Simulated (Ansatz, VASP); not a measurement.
## CsH in VASP and in Ansatz

The input POSCAR:

```
CsH
1.0
    0.0000000000      3.2316766603      3.1024095939
    3.2316766603      0.0000000000      3.1024095939
    3.2316766603      3.2316766603      0.0000000000
Cs H
1 1
Direct
    0.0000000000      0.0000000000      0.0000000000
    0.5000000000      0.5000000000      0.5000000000
```

The input INCAR.step1:

```
  ALGO = Normal
  EDIFF = 1E-4
  ENCUT = 520
  GGA = PE
  ISMEAR = 0
  LASPH = True
  LCHARG = False
  LREAL = False
  LWAVE = True
  NBANDS = 12
  NELM = 100
  PREC = Accurate
  SIGMA = 0.05
```

The input INCAR.step2:

```
  ALGO = Normal
  EDIFF = 1E-7
  ENCUT = 520
  ISIF = 2
  ISMEAR = 0
  ISTART = 1
  LASPH = True
  LCHARG = False
  LMIXTAU = True
  LREAL = False
  LWAVE = False
  METAGGA = R2SCAN
  NBANDS = 12
  NELM = 100
  PREC = Accurate
  SIGMA = 0.05
```

File KPOINTS:

```
k-points
0
Gamma
  8 8 8
```

Input for Ansatz:

```yaml
crystal:
  lattice:
    - [0.0, 3.2316766603, 3.1024095939]
    - [3.2316766603, 0.0, 3.1024095939]
    - [3.2316766603, 3.2316766603, 0.0]
  atoms:
    - { symbol: Cs, position: [0.0, 0.0, 0.0] }
    - { symbol: H, position: [0.5, 0.5, 0.5] }
basis:
  ecutwfc: 500
kpoints:
  mp_grid: { grid: [8, 8, 8] }
hamiltonian:
  xc: r2scan
scf:
  occupations: { method: gaussian, width: 0.05 }
output:
  forces: true
  stress: true
  eigenvalues: true
```

Alike in both runs: task single point; functional r2SCAN; k mesh 8 × 8 × 8; occupations gaussian, width 0.05 eV; no spin polarisation.

|  | VASP | Ansatz |
| --- | --- | --- |
| version | VASP 6.6.1 | Ansatz 0.2.0 |
| potentials or method | VASP PAW PBE potentials, release 64 (Cs_sv, H), cutoff 520 eV | scalar-relativistic, plane waves, PAW |
| valence electrons in the cell | 10 | 10 |

```csv
,VASP,Ansatz,Ansatz less VASP
gap on the k mesh at the Fermi level (eV),2.65,2.67,+0.017
least direct gap on the mesh (eV),2.65,2.67,+0.017
pressure (GPa),0.1,0.1,-0.02
"traceless stress, the component that is largest in VASP (GPa)",0.67,0.65,-0.015
```

VASP's potentials were made for PBE, not for r2SCAN. The functional is the same, so the differences come from potentials, cutoffs and numerics.

Spin-orbit coupling is off throughout.
